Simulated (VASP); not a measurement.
The system is Sb.

```
CELL_PARAMETERS angstrom
0.00000 -2.37124 -2.37124
-2.37124 0.00000 -2.37124
2.37124 2.37124 -4.74249
ATOMIC_POSITIONS crystal
Sb 0.48982 0.45774 0.56015
Sb 0.01018 0.04226 0.93985
```

Base run:

* Program: VASP 6.6.1
* Functional: PBE
* Potentials or basis: VASP PAW PBE potentials, release 64 (Sb)
* Cutoff: 520 eV
* k mesh: 9 × 9 × 5
* Occupations: fermi-dirac, width 0.05 eV
* Spin: no spin polarisation

Its results: band gap on the k mesh zero (band 5 reaches 11.73 eV, above the bottom of band 6 at 7.33 eV); pressure 13.2 GPa; largest force 2.011 eV/Å.

Question: The run is repeated on the same cell with these changes: functional from PBE to LDA; potentials or basis from VASP PAW PBE potentials, release 64 (Sb) to VASP PAW LDA potentials, release 64 (Sb). What comes out?

Answer: Band gap on the k mesh zero (band 5 reaches 11.55 eV, above the bottom of band 6 at 7.22 eV); pressure 8.8 GPa; largest force 1.665 eV/Å.

Caveats: spin-orbit coupling is left out, which moves the levels of the heavy elements; forces of over 1 eV/Å act on the atoms, so gaps and moduli don't describe the material at rest.
